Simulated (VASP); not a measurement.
# Cu12HF in VASP: further runs

The runs below take Cu12HF through single point, with PBE+D3(BJ).

Program: VASP 6.6.1. These are calculated values, not measurements. Logs are shortened: lines on timing, memory, paths and dates and some standing lists are left out, and cuts for length are marked.

## 1. The cell of the first run

The cell holds a slab with vacuum, 14 atoms: a = 5.105 Å, b = 5.105 Å, c = 17.168 Å, α = 90.00°, β = 90.00°, γ = 60.00°.

## 2. Single point, PBE+D3(BJ)

INCAR reads:

```
ALGO = Normal ; EDIFF = 1E-7
ENCUT = 520 ; GGA = PE
ISIF = 2 ; ISMEAR = -1
IVDW = 12 ; LASPH = T
LCHARG = F ; LREAL = F
LWAVE = F ; NBANDS = 83
NELM = 60 ; PREC = Accurate
SIGMA = 0.15
```

KPOINTS reads:

```
k-points
0
Gamma
  4 4 1
```

POSCAR reads:

```
Cu12HF
1.0
    5.1053110000      0.0000000000      0.0000000000
    2.5526550000      4.4213290000      0.0000000000
    0.0000000000      0.0000000000     17.1684690000
Cu F H
12 1 1
Direct
    0.1666667508      0.1666666290      0.0582463119
    0.6666666529      0.1666666290      0.0582463119
    0.1666665963      0.6666667421      0.0582463119
    0.6666666943      0.6666667421      0.0582463119
   -0.1665790685      0.3324111370      0.1770577213
    0.3323723656      0.3321998883      0.1773496519
   -0.1668888605      0.8315085803      0.1773071320
    0.3331749565      0.8325281833      0.1771630307
   -0.0008831442     -0.0024877135      0.2955228565
    0.4999310434     -0.0019926135      0.2965583594
   -0.0005869380      0.4978720199      0.2969709180
    0.4991355577      0.4978595802      0.2954794047
    0.9439896229      0.3573531850      0.4594618192
    0.8160970098      0.3249197244      0.4259446198
```

Potentials or basis: VASP PAW PBE potentials, release 64 (Cu, F, H).

The run is started by

```bash
$ cat potpaw_PBE.64/Cu/POTCAR potpaw_PBE.64/F/POTCAR potpaw_PBE.64/H/POTCAR > POTCAR
$ mpirun -np 1 vasp_std > vasp.out
```

OUTCAR:

```text
EDIFF = 1E-7
   ENCUT = 520
   GGA = PE
   ISIF = 2
   ISMEAR = -1
   IVDW = 12
   LASPH = T
   LREAL = F
   NELM = 60
   PREC = Accurate
 IVDW          = 12

 ion  position               nearest neighbor table
   1  0.167  0.167  0.058-   6 2.52   5 2.52   8 2.52   2 2.55   3 2.55   4 2.55   3 2.55   2 2.55
                             4 2.55
   2  0.667  0.167  0.058-   5 2.51   6 2.52   7 2.52   4 2.55   1 2.55   3 2.55   1 2.55   4 2.55
                             3 2.55
   3  0.167  0.667  0.058-   8 2.52   7 2.52   6 2.52   4 2.55   2 2.55   1 2.55   1 2.55   4 2.55
                             2 2.55
   4  0.667  0.667  0.058-   7 2.51   8 2.52   5 2.52   2 2.55   3 2.55   1 2.55   3 2.55   1 2.55
                             2 2.55
   5  0.833  0.332  0.177-  12 2.51   2 2.51   9 2.52   1 2.52   4 2.52  11 2.53   6 2.55   7 2.55
                             8 2.55   8 2.55   7 2.56   6 2.56
   6  0.332  0.332  0.177-  12 2.50   1 2.52   2 2.52   3 2.52  10 2.52  11 2.53   5 2.55   8 2.55
                             7 2.55   7 2.56   8 2.56   5 2.56
   7  0.833  0.832  0.177-   9 2.50   4 2.51   3 2.52  10 2.52   2 2.52  11 2.53   5 2.55   6 2.55
                             8 2.55   8 2.56   6 2.56   5 2.56
   8  0.333  0.833  0.177-   9 2.51  12 2.51   3 2.52   4 2.52   1 2.52  10 2.52   6 2.55   7 2.55
                             5 2.55   5 2.55   7 2.56   6 2.56
   9  0.999  0.998  0.296-   7 2.50   8 2.51   5 2.52  10 2.55  11 2.55  12 2.55  12 2.55  11 2.56
                            10 2.56
  10  0.500  0.998  0.297-   8 2.52   7 2.52   6 2.52   9 2.55  12 2.55  11 2.55  11 2.55  12 2.56
                             9 2.56
  11  0.999  0.498  0.297-   6 2.53   5 2.53   7 2.53   9 2.55  12 2.55  10 2.55  10 2.55  12 2.55
                             9 2.56
  12  0.499  0.498  0.295-   6 2.50   8 2.51   5 2.51  10 2.55  11 2.55   9 2.55   9 2.55  11 2.55
                            10 2.56
  13  0.944  0.357  0.459-  14 0.94
  14  0.816  0.325  0.426-  13 0.94

  LATTYP: Found a hexagonal cell.
 ALAT       =     5.1053107325
 C/A-ratio  =     3.3628646520

  Lattice vectors:

 A1 = (  -2.5526550000,  -4.4213290000,   0.0000000000)
 A2 = (   5.1053110000,   0.0000000000,   0.0000000000)
 A3 = (   0.0000000000,   0.0000000000,  17.1684690000)

Analysis of symmetry for initial positions (statically):
=====================================================================
 Subroutine PRICEL returns:
 Original cell was already a primitive cell.

 Routine SETGRP: Setting up the symmetry group for a
 hexagonal supercell.

 Subroutine GETGRP returns: Found  1 space group operations
 (whereof  1 operations were pure point group operations)
 out of a pool of 24 trial point group operations.

The static configuration has the point symmetry C_1 .

Analysis of symmetry for dynamics (positions and initial velocities):
=====================================================================
 Subroutine PRICEL returns:
 Original cell was already a primitive cell.

 Routine SETGRP: Setting up the symmetry group for a
 hexagonal supercell.

 Subroutine GETGRP returns: Found  1 space group operations
 (whereof  1 operations were pure point group operations)
 out of a pool of 24 trial point group operations.

The dynamic configuration has the point symmetry C_1 .

 Subroutine INISYM returns: Found  1 space group operations
 (whereof  1 operations are pure point group operations),
 and found     1 'primitive' translations

----------------------------------------------------------------------------------------

                                     Primitive cell

  volume of cell :     387.5311

  direct lattice vectors                    reciprocal lattice vectors
     5.105311000  0.000000000  0.000000000     0.195874453 -0.113088147  0.000000000
     2.552655000  4.421329000  0.000000000     0.000000000  0.226176337  0.000000000
     0.000000000  0.000000000 17.168469000     0.000000000  0.000000000  0.058246312

  length of vectors
     5.105311000  5.105310732 17.168469000     0.226176326  0.226176337  0.058246312

  position of ions in fractional coordinates (direct lattice)
[... 44 lines left out ...]
     0.000000000  0.056544084  0.000000000     0.000000000  0.250000000  0.000000000
     0.000000000  0.000000000  0.058246312     0.000000000  0.000000000  1.000000000

  Length of vectors
     0.056544081  0.056544084  0.058246312

  Shift w.r.t. Gamma in fractional coordinates (k-lattice)
     0.000000000  0.000000000  0.000000000

 Subroutine IBZKPT returns following result:
 ===========================================

 Found     10 irreducible k-points:

 Following reciprocal coordinates:
            Coordinates               Weight
  0.000000  0.000000  0.000000      1.000000
  0.250000  0.000000  0.000000      2.000000
  0.250000  0.250000  0.000000      2.000000
  0.000000  0.250000  0.000000      2.000000
  0.500000  0.000000  0.000000      1.000000
  0.500000  0.500000  0.000000      1.000000
  0.000000  0.500000  0.000000      1.000000
  0.500000  0.250000  0.000000      2.000000
  0.250000  0.500000  0.000000      2.000000
 -0.250000  0.250000  0.000000      2.000000
   k-points           NKPTS =     10   k-points in BZ     NKDIM =     10   number of bands    NBANDS=     83
   number of dos      NEDOS =    301   number of ions     NIONS =     14
   total plane-waves  NPLWV = 204800
   dimension x,y,z NGX =    40 NGY =   40 NGZ =  128
   dimension x,y,z NGXF=    80 NGYF=   80 NGZF=  256
   ions per type =              12   1   1
   NGX,Y,Z   is equivalent  to a cutoff of  13.03, 13.03, 12.39 a.u.
   NGXF,Y,Z  is equivalent  to a cutoff of  26.05, 26.05, 24.79 a.u.
 SYSTEM =  unknown system
   PREC   = accura    normal or accurate (medium, high low for compatibility)
   ISTART =      0    job   : 0-new  1-cont  2-samecut
   ICHARG =      2    charge: 1-file 2-atom 10-const
   ISPIN  =      1    spin polarized calculation?
   LNONCOLLINEAR =      F non collinear calculations
   LSORBIT =      F    spin-orbit coupling
   LASPH  =      T    aspherical Exc in radial PAW
   ENCUT  =  520.0 eV  38.22 Ry    6.18 a.u.   9.49  9.49 31.92*2*pi/ulx,y,z
   NELM   =     60;   NELMIN=  2; NELMDL= -5     # of ELM steps
   EDIFF  = 0.1E-06   stopping-criterion for ELM
   LREAL  =      F    real-space projection
   EDIFFG = 0.1E-05   stopping-criterion for IOM
   NSW    =      0    number of steps for IOM
   IBRION =     -1    ionic relax: 0-MD 1-quasi-New 2-CG
   NFREE  =      0    steps in history (QN), initial steepest desc. (CG)
   ISIF   =      2    stress and relaxation
   ISYM   =      2    0-nonsym 1-usesym 2-fastsym
   POTIM  = 0.5000    time-step for ionic-motion
   TEBEG  =    0.0;   TEEND  =   0.0 temperature during run
   PSTRESS=    0.0 pullay stress
   NELECT =     140.0000    total number of electrons
   NUPDOWN=      -1.0000    fix difference up-down
   EMIN   =  10.00;   EMAX   =-10.00  energy-range for DOS
   EFERMI =   0.00;   METHOD = LEGACY
   ISMEAR =    -1;   SIGMA  =   0.15  broadening in eV -4-tet -1-fermi 0-gaus
   EFERMI_NEDOS =   21; number of points for ismear=-14 and -15
   IALGO  =     38    algorithm
   IMIX   =      4    mixing-type and parameters
     AMIX     =   0.40;   BMIX     =  1.00
     AMIX_MAG =   1.60;   BMIX_MAG =  1.00
  volume/ion in A,a.u.               =      27.68       186.80
  Fermi-wavevector in a.u.,A,eV,Ry     =   1.165955  2.203336 18.496470  1.359452
  Thomas-Fermi vector in A             =   2.302475
   LORBIT       =      0    0 simple, 1 ext, 2 COOP (PROOUT), +10 PAW based schemes
   GGA     = PE    functional components
   LHFCALC =     F    Hartree Fock is set to
   AEXX    =    0.0000 exact exchange contribution
   IVDW    =    12    specifies the selected vdW correction
   LEPSILON=     F    determine dielectric tensor
   LRPA    =     F    only Hartree local field effects (RPA)
 non-spin polarized calculation
  energy-cutoff  :      520.00
  volume of cell :      387.53
 maximum number of plane-waves:     10467
 NGX is ok and might be reduce to    40
   NGX = 19   NGY = 19   NGZ = 63

 number of electron     140.0000003 magnetization

 Free energy of the ion-electron system (eV)
  ---------------------------------------------------
  ext. energy  EPLUGINS =         0.00000000
  ---------------------------------------------------
  free energy    TOTEN  =       -49.12954857 eV

  energy without entropy =      -48.72045073  energy(sigma->0) =      -48.92499965

 E-fermi :  -0.3205     XC(G=0):  -6.0786

 val. band max:       -0.3389298838   @ k =   0.5000   0.5000   0.0000
 cond. band min:      -0.3072536267   @ k =   0.0000   0.0000   0.0000
 fundamental gap:      0.0316762570
 Fermi energy:        -0.3204990361

 k-point     1 :       0.0000    0.0000    0.0000
  band No.  band energies     occupation
      1     -25.1269      2.00000
      2      -9.0544      2.00000
      3      -8.5096      2.00000
      4      -7.0042      2.00000
      5      -5.5312      2.00000
      6      -5.1276      2.00000
[... 839 lines left out ...]
     81       5.3803      0.00000
     82       5.9936      0.00000
 [bands above 82 left out]

------------------------ aborting loop because EDIFF is reached ----------------------------------------

 Edisp (eV)   -4.78393

 E8    (eV) :    -2.1289

  FORCE on cell =-STRESS in cart. coord.  units (eV):
  Direction    XX          YY          ZZ          XY          YZ          ZX
  --------------------------------------------------------------------------------------
  -------------------------------------------------------------------------------------
  Total      -5.99654    -6.19767     0.14420     0.04153     0.12961     0.22070
  in kB     -24.79161   -25.62316     0.59619     0.17171     0.53584     0.91246
  external pressure =      -16.61 kB  Pullay stress =        0.00 kB

 VOLUME and BASIS-vectors are now :
 -----------------------------------------------------------------------------
  energy-cutoff  :      520.00
  volume of cell :      387.53
      direct lattice vectors                 reciprocal lattice vectors
     5.105311000  0.000000000  0.000000000     0.195874453 -0.113088147  0.000000000
     2.552655000  4.421329000  0.000000000     0.000000000  0.226176337  0.000000000
     0.000000000  0.000000000 17.168469000     0.000000000  0.000000000  0.058246312

 POSITION                                       TOTAL-FORCE (eV/Angst)
 -----------------------------------------------------------------------------------
      1.27633      0.73689      1.00000        -0.004990     -0.005457     -0.037456
      3.82898      0.73689      1.00000        -0.003354     -0.001749      0.006872
      2.55265      2.94755      1.00000         0.000140     -0.004434     -0.016632
      5.10531      2.94755      1.00000        -0.007845     -0.006181     -0.028344
      5.10340      1.46970      3.03981         0.000235     -0.000060      0.002312
      2.54486      1.46876      3.04482         0.000016     -0.002992     -0.003577
      6.37585      3.67637      3.04409        -0.001066      0.002132     -0.000028
      3.82612      3.68088      3.04162         0.001209      0.001921     -0.003968
      7.64711      4.41033      5.07368         0.001974      0.002048      0.023016
      5.09987      4.41252      5.09145        -0.000245     -0.000935      0.024536
      6.37321      2.20126      5.09854         0.000041      0.001897      0.011955
      3.81911      2.20120      5.07293         0.001957      0.001614      0.024674
      5.73156      1.57998      7.88826         0.223472      0.055776      0.164488
      4.99584      1.43658      7.31282        -0.211544     -0.043582     -0.167849
 -----------------------------------------------------------------------------------
    total drift:                                0.001027      0.001251      0.000602

  FREE ENERGIE OF THE ION-ELECTRON SYSTEM (eV)
  ---------------------------------------------------
  free  energy   TOTEN  =       -53.9134740618 eV

  energy  without entropy=      -53.5043762276  energy(sigma->0) =      -53.70892514
```

It took 17 min on 1 thread of Intel Xeon Platinum 8259CL at 2.50GHz (Skylake/Cascade Lake), shared host; peak memory 0.63 GiB.

What came out:

```yaml
Free_energy: -53.9135 eV
Largest_force: 0.283 eV/Å
Band_gap_on_the_k_mesh: zero (bands 70 and 71 overlap by 0.06 eV)
Dispersion_energy_per_atom: -0.342 eV
```

Forces in eV/Å, atoms in the order of the input:
```
Cu  -0.005 -0.005 -0.037
Cu  -0.003 -0.002  0.007
Cu   0.000 -0.004 -0.017
Cu  -0.008 -0.006 -0.028
Cu   0.000  0.000  0.002
Cu   0.000 -0.003 -0.004
Cu  -0.001  0.002  0.000
Cu   0.001  0.002 -0.004
Cu   0.002  0.002  0.023
Cu   0.000 -0.001  0.025
Cu   0.000  0.002  0.012
Cu   0.002  0.002  0.025
F    0.223  0.056  0.164
H   -0.212 -0.044 -0.168
```

With open d or f shells a metallic result of PBE can be an artefact of self-interaction; +U or a hybrid may open a gap.

## 3. Single point, PBE+D3(BJ)

INCAR reads:

```
SYSTEM = Cu12HF
  ALGO = Normal
  EDIFF = 1E-6
  ENCUT = 520
  GGA = PE
  ISIF = 2
  ISMEAR = -1
  IVDW = 12
  LASPH = .TRUE.
  LCHARG = .FALSE.
  LREAL = .FALSE.
  LWAVE = .FALSE.
  NBANDS = 83
  NELM = 60
  PREC = Accurate
  SIGMA = 0.15
```

KPOINTS reads:

```
k-points
0
G
  4 4 1
  0 0 0
```

POSCAR reads:

```
Cu12HF
1.0
    5.1053110000      0.0000000000      0.0000000000
    2.5526550000      4.4213290000      0.0000000000
    0.0000000000      0.0000000000     17.1684690000
Cu F H
12 1 1
Direct
    0.1666667508      0.1666666290      0.0582463119
    0.6666666529      0.1666666290      0.0582463119
    0.1666665963      0.6666667421      0.0582463119
    0.6666666943      0.6666667421      0.0582463119
   -0.1651874418      0.3330451093      0.1772875613
    0.3339027970      0.3334314185      0.1771001829
   -0.1652438748      0.8332756961      0.1773309548
    0.3340733304      0.8337212634      0.1773378279
    0.0027511176     -0.0004702206      0.2967040334
    0.5022034451      0.0006907425      0.2961072417
    0.0020205985      0.4999618893      0.2963776211
    0.5014891653      0.4998277667      0.2956610750
    0.8876207382      0.0807641775      0.4582232696
    0.7098092372      0.1868709612      0.4281138289
```

Potentials or basis: VASP PAW PBE potentials, release 64 (Cu, F, H).

The run is started by

```bash
$ cat potpaw_PBE.64/Cu/POTCAR potpaw_PBE.64/F/POTCAR potpaw_PBE.64/H/POTCAR > POTCAR
$ mpirun -np 1 vasp_std > vasp.out
```

Run time: 15 min. Hardware: 1 thread of Intel Xeon Platinum 8259CL at 2.50GHz (Skylake/Cascade Lake), shared host; peak memory 0.63 GiB.

It converged, with:

| Quantity | Value |
| --- | --- |
| Free energy | -53.9175 eV |
| Largest force | 0.263 eV/Å |
| Band gap on the k mesh | zero (bands 70 and 71 overlap by 0.05 eV) |
| Dispersion energy per atom | -0.342 eV |

Forces on the atoms (eV/Å):
```
Cu   0.008  0.000 -0.033
Cu   0.001  0.004 -0.004
Cu   0.009 -0.003 -0.024
Cu   0.002  0.000 -0.003
Cu  -0.001 -0.002  0.001
Cu   0.001  0.000 -0.005
Cu   0.000  0.001  0.006
Cu  -0.001  0.002 -0.003
Cu   0.004  0.002  0.025
Cu  -0.013  0.000  0.012
Cu  -0.003 -0.006  0.021
Cu   0.000  0.007  0.012
F    0.176 -0.133  0.135
H   -0.182  0.128 -0.140
```

Levels at points of the mesh, in eV from the Fermi level:
```
           k point  band 67  band 68  band 69  band 70  band 71  band 72  band 73  band 74
(0.00, 0.00, 0.00)    -1.38    -0.05     0.01     0.02     0.05     1.13     1.15     1.17
(0.50, 0.00, 0.00)    -1.51    -1.51    -0.03    -0.02     0.29     0.45     1.15     1.16
(0.50, 0.50, 0.00)    -1.51    -1.51    -0.02    -0.02     0.33     0.40     1.14     1.16
(0.00, 0.50, 0.00)    -1.51    -1.51    -0.02    -0.02     0.32     0.42     1.14     1.16
```
